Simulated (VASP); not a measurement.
Write the native input for VASP 6.6.1 that does the following.

```
Task                   : single point
Functional             : r2SCAN
Potentials or basis    : VASP PAW PBE potentials, release 64 (Eu, Re)
Cutoff                 : 520 eV
k mesh                 : 10 × 10 × 10
Occupations            : gaussian, width 0.05 eV
Spin                   : collinear spin, ferromagnetic start
Starting moments       : [7.14, 0.0] μB
Dipole correction      : no
Further INCAR settings : ALGO = Normal; EDIFF = 1e-06; NBANDS = 23
```

The system is EuRe.

```
Eu Re
1.0
     3.53278    0.00000    0.00000
     0.00000    3.53278    0.00000
     0.00000    0.00000    3.53278
Eu Re
1 1
Direct
  0.00000 0.00000 0.00000
  0.50000 0.50000 0.50000
```

One way to write it, as run:

POSCAR

```
EuRe
1.0
    3.5327849514      0.0000000000      0.0000000000
    0.0000000000      3.5327849514      0.0000000000
    0.0000000000      0.0000000000      3.5327849514
Eu Re
1 1
Direct
    0.0000000000      0.0000000000      0.0000000000
    0.5000000000      0.5000000000      0.5000000000
```

INCAR.step1

```
PREC = Accurate ; ENCUT = 520
ISMEAR = 0 ; SIGMA = 0.05
LREAL = F ; LASPH = T
NELM = 150 ; ISPIN = 2
MAGMOM = 7.14 0 ; LMAXMIX = 6
NBANDS = 23 ; GGA = PE
ALGO = Normal ; EDIFF = 1E-4
LWAVE = T ; LCHARG = F
```

INCAR.step2

```
PREC = Accurate ; ENCUT = 520
EDIFF = 1E-6 ; ISMEAR = 0
SIGMA = 0.05 ; LREAL = F
LASPH = T ; NELM = 150
ALGO = Normal ; ISIF = 2
LWAVE = F ; LCHARG = F
ISPIN = 2 ; MAGMOM = 7.14 0
LORBIT = 11 ; LMAXMIX = 6
METAGGA = R2SCAN ; LMIXTAU = T
NBANDS = 23 ; ISTART = 1
```

KPOINTS

```
Automatic mesh
0
Gamma
  10 10 10
```

Potentials or basis: VASP PAW PBE potentials, release 64 (Eu, Re).

Launch:

```sh
$ cat potpaw_PBE.64/Eu/POTCAR potpaw_PBE.64/Re/POTCAR > POTCAR
$ cp INCAR.step1 INCAR
$ mpirun -np 1 vasp_std > vasp.out
$ cp INCAR.step2 INCAR
$ mpirun -np 1 vasp_std > vasp.out
```

It gave:

```json
{
  "Pressure": "-3.3 GPa",
  "Net moment": "4.98 μB per cell",
  "Site moments": "Eu +6.27; Re -1.71 μB",
  "Valence electrons inside the program's atomic spheres": "Eu 14.86; Re 5.68"
}
```

Caveat: the cell stands under tension; the PAW data sets were made with another functional, which shifts forces and pressure a little.

Wall time 4.1 min on 1 thread of Intel(R) Xeon(R) 6975P-C (Granite Rapids), on a shared host, peak memory 0.27 GiB.
